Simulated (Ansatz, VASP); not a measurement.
## Two plane-wave programs on AlGa3N4

```
CELL_PARAMETERS angstrom
4.78031 0.00000 0.00000
0.00000 4.46758 0.00000
0.00000 0.00000 4.46758
ATOMIC_POSITIONS crystal
Al 0.00000 0.00000 0.00000
Ga 0.44471 0.50000 0.00000
Ga 0.55529 0.00000 0.50000
Ga 0.00000 0.50000 0.50000
N 0.75505 0.73798 0.22789
N 0.75505 0.26202 0.77211
N 0.24495 0.77211 0.73798
N 0.24495 0.22789 0.26202
```

Change from the starting cell: mode 4 frozen in at -0.247 Å, normal strain along x +0.0700.

Alike in both runs: task single point; functional PBEsol; k mesh 6 × 6 × 6; occupations gaussian, width 0.05 eV; no spin polarisation.

|  | VASP | Ansatz |
| --- | --- | --- |
| version | VASP 6.6.1 | Ansatz 0.2.0 |
| potentials or method | VASP PAW PBE potentials, release 64 (Al, Ga_d, N), cutoff 520 eV | scalar-relativistic, plane waves, PAW |
| valence electrons in the cell | 62 | 62 |

|  | VASP | Ansatz | Ansatz less VASP |
| --- | --- | --- | --- |
| gap on the k mesh at the Fermi level (eV) | 1.61 | 1.60 | -0.010 |
| least direct gap on the mesh (eV) | 1.61 | 1.60 | -0.010 |
| pressure (GPa) | -11.3 | -11.2 | +0.12 |
| traceless stress, the component that is largest in VASP (GPa) | -7.64 | -7.64 | +0.006 |
| rms of the force components (eV/Å) | 0.615 | 0.615 | -0.0001 |

VASP's potentials were made for PBE, not for PBEsol, and Ansatz warns of the same on its side. Atom by atom the forces differ by 0.006 eV/Å (rms over components). With one functional, cell and mesh, what is left measures potentials, basis and numerics. Ansatz's warnings: structure snapped to symmetry.
